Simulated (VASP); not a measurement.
# CaB6 (Pm-3m) in VASP: a series of runs

The runs below take CaB6 through single point, with HSE06, PBE.

Everything below comes from runs of VASP 6.6.1. Logs are shortened: lines on timing, memory, paths and dates and some standing lists are left out, and cuts for length are marked.

**The experiment to reproduce.**

“Bulk Band Gaps in Divalent Hexaborides”, 2001, arxiv:cond-mat/0107429 reports, for a bulk crystal of CaB6: band gap 1.15 eV.

The results are compared with them further down.

### 1 The cell of the first run

The structure is cubic, space group Pm-3m (No. 221). The conventional cell has a = 4.136 Å, b = 4.136 Å, c = 4.136 Å, α = 90.00°, β = 90.00°, γ = 90.00°. Ca (site symmetry m-3m) has 24 B at 3.04 Å and 6 Ca at 4.14 Å within 4.2 Å. Within 2.2 Å of B (site symmetry 4mm) lie 5 B at 1.67 to 1.74 Å.

### 2 Single point, HSE06

Input file POSCAR:

```
CaB6
1.0
    4.1360723764      0.0000000000      0.0000000000
    0.0000000000      4.1360723764      0.0000000000
    0.0000000000      0.0000000000      4.1360723764
Ca B
1 6
Direct
    0.5000000000      0.5000000000      0.5000000000
    0.0000000000      0.0000000000      0.2982067326
    0.0000000000      0.0000000000      0.7017932674
    0.2982067326      0.0000000000      0.0000000000
    0.7017932674      0.0000000000      0.0000000000
    0.0000000000      0.2982067326      0.0000000000
    0.0000000000      0.7017932674      0.0000000000
```

Input file INCAR.step1:

```
SYSTEM = CaB6
PREC = Accurate
ENCUT = 520
EDIFF = 1E-5
ISMEAR = -1
SIGMA = 0.02
LREAL = .FALSE.
LASPH = .TRUE.
NELM = 60
ALGO = Normal
ISIF = 2
LWAVE = .TRUE.
LCHARG = .FALSE.
GGA = PE
NBANDS = 23
```

Input file INCAR.step2:

```
SYSTEM = CaB6
PREC = Accurate
ENCUT = 520
EDIFF = 1E-7
ISMEAR = -1
SIGMA = 0.02
LREAL = .FALSE.
LASPH = .TRUE.
NELM = 60
ALGO = Normal
ISIF = 2
LWAVE = .FALSE.
LCHARG = .FALSE.
GGA = PE
LHFCALC = .TRUE.
HFSCREEN = 0.2079
PRECFOCK = Fast
ISTART = 1
NBANDS = 23
```

Input file KPOINTS:

```
Automatic mesh
0
G
  4 4 4
  0 0 0
```

Potentials or basis: VASP PAW PBE potentials, release 64 (Ca_sv, B).

Command:

```bash
$ cat potpaw_PBE.64/Ca_sv/POTCAR potpaw_PBE.64/B/POTCAR > POTCAR
$ cp INCAR.step1 INCAR
$ mpirun -np 1 vasp_std > vasp.out
$ cp INCAR.step2 INCAR
$ mpirun -np 1 vasp_std > vasp.out
```

OUTCAR:

```text
SYSTEM = CaB6
   PREC = Accurate
   ENCUT = 520
   EDIFF = 1E-7
   ISMEAR = -1
   LREAL = .FALSE.
   LASPH = .TRUE.
   NELM = 60
   ISIF = 2
   GGA = PE
   LHFCALC = .TRUE.
   HFSCREEN = 0.2079
   PRECFOCK = Fast
   ISTART = 1

 ion  position               nearest neighbor table
   1  0.500  0.500  0.500-
   2  0.000  0.000  0.298-   3 1.67   4 1.74   5 1.74   6 1.74   7 1.74
   3  0.000  0.000  0.702-   2 1.67   4 1.74   5 1.74   6 1.74   7 1.74
   4  0.298  0.000  0.000-   5 1.67   3 1.74   2 1.74   6 1.74   7 1.74
   5  0.702  0.000  0.000-   4 1.67   3 1.74   2 1.74   6 1.74   7 1.74
   6  0.000  0.298  0.000-   7 1.67   3 1.74   4 1.74   5 1.74   2 1.74
   7  0.000  0.702  0.000-   6 1.67   3 1.74   4 1.74   5 1.74   2 1.74

  LATTYP: Found a simple cubic cell.
 ALAT       =     4.1360723764

  Lattice vectors:

 A1 = (   4.1360723764,   0.0000000000,   0.0000000000)
 A2 = (   0.0000000000,   4.1360723764,   0.0000000000)
 A3 = (   0.0000000000,   0.0000000000,   4.1360723764)

Analysis of symmetry for initial positions (statically):
=====================================================================
 Subroutine PRICEL returns:
 Original cell was already a primitive cell.

 Routine SETGRP: Setting up the symmetry group for a
 simple cubic supercell.

 Subroutine GETGRP returns: Found 48 space group operations
 (whereof 48 operations were pure point group operations)
 out of a pool of 48 trial point group operations.

The static configuration has the point symmetry O_h .

Analysis of symmetry for dynamics (positions and initial velocities):
=====================================================================
 Subroutine PRICEL returns:
 Original cell was already a primitive cell.

 Routine SETGRP: Setting up the symmetry group for a
 simple cubic supercell.

 Subroutine GETGRP returns: Found 48 space group operations
 (whereof 48 operations were pure point group operations)
 out of a pool of 48 trial point group operations.

The dynamic configuration has the point symmetry O_h .

 Subroutine INISYM returns: Found 48 space group operations
 (whereof 48 operations are pure point group operations),
 and found     1 'primitive' translations
[... 95 lines left out ...]
   NFREE  =      0    steps in history (QN), initial steepest desc. (CG)
   ISIF   =      2    stress and relaxation
   ISYM   =      3    0-nonsym 1-usesym 2-fastsym
   POTIM  = 0.5000    time-step for ionic-motion
   TEBEG  =    0.0;   TEEND  =   0.0 temperature during run
   PSTRESS=    0.0 pullay stress
   NELECT =      28.0000    total number of electrons
   NUPDOWN=      -1.0000    fix difference up-down
   EMIN   =  10.00;   EMAX   =-10.00  energy-range for DOS
   EFERMI =   0.00;   METHOD = LEGACY
   ISMEAR =    -1;   SIGMA  =   0.02  broadening in eV -4-tet -1-fermi 0-gaus
   EFERMI_NEDOS =   21; number of points for ismear=-14 and -15
   IALGO  =     38    algorithm
   IMIX   =      1    mixing-type and parameters
     AMIX     =   0.40;   BMIX     =  1.00
     AMIX_MAG =   1.60;   BMIX_MAG =  1.00
  volume/ion in A,a.u.               =      10.11        68.21
  Fermi-wavevector in a.u.,A,eV,Ry     =   1.201912  2.271285 19.654877  1.444593
  Thomas-Fermi vector in A             =   2.337708
   LORBIT       =      0    0 simple, 1 ext, 2 COOP (PROOUT), +10 PAW based schemes
   GGA     = PE    functional components
   LHFCALC =     T    Hartree Fock is set to
   PRECFOCK=fast      Normal, Fast or Accurate (Low or Medium for compatibility)
   ENCUT4O =  -1.0   cutoff for four orbital integrals eV
   NKREDX  =     1    reduce k-point grid by
   NKREDY  =     1    reduce k-point grid by
   NKREDZ  =     1    reduce k-point grid by
   AEXX    =    0.2500 exact exchange contribution
   HFSCREEN=    0.2079 screening length (either q_TF or 0.3 A-1)
   HFSCREENC=   0.2079 screening length for correlation (either q_TF or 0.3 A-1)
   ENCUTFOCK=  -1.0 apply spherical cutoff to Coloumb kernel
   IVDW    =     0    specifies the selected vdW correction
   LEPSILON=     F    determine dielectric tensor
   LRPA    =     F    only Hartree local field effects (RPA)
 non-spin polarized calculation
  energy-cutoff  :      520.00
  volume of cell :       70.76
 maximum number of plane-waves:      1935
 NGX is ok and might be reduce to    32
  NGX = 18; NGY = 18; NGZ = 18

 number of electron      28.0000006 magnetization

 Free energy of the ion-electron system (eV)
  ---------------------------------------------------
  ext. energy  EPLUGINS =         0.00000000
  ---------------------------------------------------
  free energy    TOTEN  =       -49.26998873 eV

  energy without entropy =      -49.26998417  energy(sigma->0) =      -49.26998645

 E-fermi :   4.6723     XC(G=0):  -8.7490

 val. band max:        4.4920180632   @ k =   0.5000   0.0000   0.0000
 cond. band min:       4.8526485574   @ k =   0.5000   0.0000   0.0000
 fundamental gap:      0.3606304942
 Fermi energy:         4.6723336956

 k-point     1 :       0.0000    0.0000    0.0000
  band No.  band energies     occupation
      1     -40.0812      2.00000
      2     -19.5991      2.00000
      3     -19.5991      2.00000
      4     -19.5991      2.00000
      5     -11.7555      2.00000
      6      -3.3430      2.00000
[... 249 lines left out ...]
     22      13.5774      0.00000
     23      13.5774      0.00000

------------------------ aborting loop because EDIFF is reached ----------------------------------------

  FORCE on cell =-STRESS in cart. coord.  units (eV):
  Direction    XX          YY          ZZ          XY          YZ          ZX
  --------------------------------------------------------------------------------------
  -------------------------------------------------------------------------------------
  Total       -0.0566809     -0.0566809     -0.0566809      0.0000000      0.0000000      0.0000000
  in kB       -1.2834617     -1.2834617     -1.2834617      0.0000000      0.0000000      0.0000000
  external PRESSURE =      -1.2834617 kB  Pullay stress =       0.0000000 kB

 VOLUME and BASIS-vectors are now :
 -----------------------------------------------------------------------------
  energy-cutoff  :      520.00
  volume of cell :       70.76
      direct lattice vectors                 reciprocal lattice vectors
     4.136072376  0.000000000  0.000000000     0.241775266  0.000000000  0.000000000
     0.000000000  4.136072376  0.000000000     0.000000000  0.241775266  0.000000000
     0.000000000  0.000000000  4.136072376     0.000000000  0.000000000  0.241775266

 POSITION                                       TOTAL-FORCE (eV/Angst)
 -----------------------------------------------------------------------------------
      2.06804      2.06804      2.06804         0.000000      0.000000     -0.000000
      0.00000      0.00000      1.23340         0.000000      0.000000     -0.257163
      0.00000      0.00000      2.90267         0.000000      0.000000      0.257163
      1.23340      0.00000      0.00000        -0.257163      0.000000     -0.000000
      2.90267      0.00000      0.00000         0.257163      0.000000      0.000000
      0.00000      1.23340      0.00000         0.000000     -0.257163      0.000000
      0.00000      2.90267      0.00000         0.000000      0.257163     -0.000000
 -----------------------------------------------------------------------------------
    total drift:                                0.000000      0.000000      0.000000

  FREE ENERGIE OF THE ION-ELECTRON SYSTEM (eV)
  ---------------------------------------------------
  free  energy   TOTEN  =       -49.2699887339 eV

  energy  without entropy=      -49.2699841716  energy(sigma->0) =      -49.26998645
```

OUTCAR.step1:

```text
SYSTEM = CaB6
   PREC = Accurate
   ENCUT = 520
   EDIFF = 1E-5
   ISMEAR = -1
   LREAL = .FALSE.
   LASPH = .TRUE.
[... 483 lines left out ...]
      2.90267      0.00000      0.00000        -0.203956      0.000000      0.000000
      0.00000      1.23340      0.00000         0.000000      0.203956      0.000000
      0.00000      2.90267      0.00000         0.000000     -0.203956      0.000000
 -----------------------------------------------------------------------------------
    total drift:                                0.000000      0.000000      0.000000

  FREE ENERGIE OF THE ION-ELECTRON SYSTEM (eV)
  ---------------------------------------------------
  free  energy   TOTEN  =       -44.9706606079 eV

  energy  without entropy=      -44.9699674941  energy(sigma->0) =      -44.97031405
```

Wall time 33 min (1 thread of Intel Xeon 8259CL, shared host); peak memory 0.29 GiB.

Results:

| Property | Result |
| --- | --- |
| Free energy | -49.2700 eV |
| Pressure | -0.1 GPa |
| Largest force | 0.257 eV/Å |
| Band gap on the k mesh | 0.36 eV |

Forces in eV/Å, atoms in the order of the input:
```
Ca   0.000  0.000  0.000
B    0.000  0.000 -0.257
B    0.000  0.000  0.257
B   -0.257  0.000  0.000
B    0.257  0.000  0.000
B    0.000 -0.257  0.000
B    0.000  0.257  0.000
```

Caveat: the PAW data sets were made with another functional, which shifts forces and pressure a little.

### 3 Single point, PBE (9.57 Å³/atom)

This run uses another cell than the first one, of 9.57 Å³/atom.

Input file INCAR:

```
  ALGO = Normal
  EDIFF = 1E-7
  ENCUT = 520
  GGA = PE
  ISIF = 2
  ISMEAR = -1
  LASPH = True
  LCHARG = False
  LREAL = False
  LWAVE = False
  NBANDS = 23
  NELM = 80
  PREC = Accurate
  SIGMA = 0.02
```

Input file KPOINTS:

```
k-points
0
Gamma
  6 6 6
```

Input file POSCAR:

```
CaB6
1.0
    4.0619933048      0.0000000000      0.0000000000
    0.0000000000      4.0619933048      0.0000000000
    0.0000000000      0.0000000000      4.0619933048
Ca B
1 6
Direct
    0.5000000000      0.5000000000      0.5000000000
    0.0000000000      0.0000000000      0.2983669046
    0.0000000000      0.0000000000      0.7016330954
    0.2983669046      0.0000000000      0.0000000000
    0.7016330954      0.0000000000      0.0000000000
    0.0000000000      0.2983669046      0.0000000000
    0.0000000000      0.7016330954      0.0000000000
```

Potentials or basis: VASP PAW PBE potentials, release 64 (Ca_sv, B).

Command:

```bash
$ cat potpaw_PBE.64/Ca_sv/POTCAR potpaw_PBE.64/B/POTCAR > POTCAR
$ mpirun -np 1 vasp_std > vasp.out
```

Wall time 34 s (1 thread of Intel Xeon Platinum 8488C (Sapphire Rapids), shared host); peak memory 0.18 GiB.

It converged, with:

| Item | Value |
| --- | --- |
| Free energy | -44.8718 eV |
| Pressure | 10.9 GPa |
| Largest force | 0.338 eV/Å |
| Band gap on the k mesh | 0.12 eV (least direct gap 0.25 eV) |

Forces in eV/Å, atoms in the order of the input:
```
Ca   0.000  0.000  0.000
B    0.000  0.000  0.338
B    0.000  0.000 -0.338
B    0.338  0.000  0.000
B   -0.338  0.000  0.000
B    0.000  0.338  0.000
B    0.000 -0.338  0.000
```

Levels at points of the mesh, in eV from the valence-band top:
| k point | band 11 | band 12 | band 13 | band 14 | band 15 | band 16 | band 17 | band 18 |
| --- | --- | --- | --- | --- | --- | --- | --- | --- |
| (0.00, 0.00, 0.00) | -5.32 | -0.30 | -0.30 | -0.30 | 2.96 | 2.96 | 2.96 | 3.57 |
| (0.50, 0.00, 0.00) | -2.44 | -2.44 | -1.77 | -0.13 | 0.12 | 3.41 | 3.41 | 4.01 |
| (0.50, 0.50, 0.00) | -2.80 | -2.80 | -1.45 | -1.45 | 3.27 | 3.27 | 4.29 | 4.63 |
| (0.50, 0.50, 0.50) | -4.50 | -1.05 | -1.05 | -1.05 | 4.61 | 5.04 | 5.04 | 5.18 |

Caveat: the cell stands under pressure. A k mesh can miss the band edges.

[end of part 1 of 2]
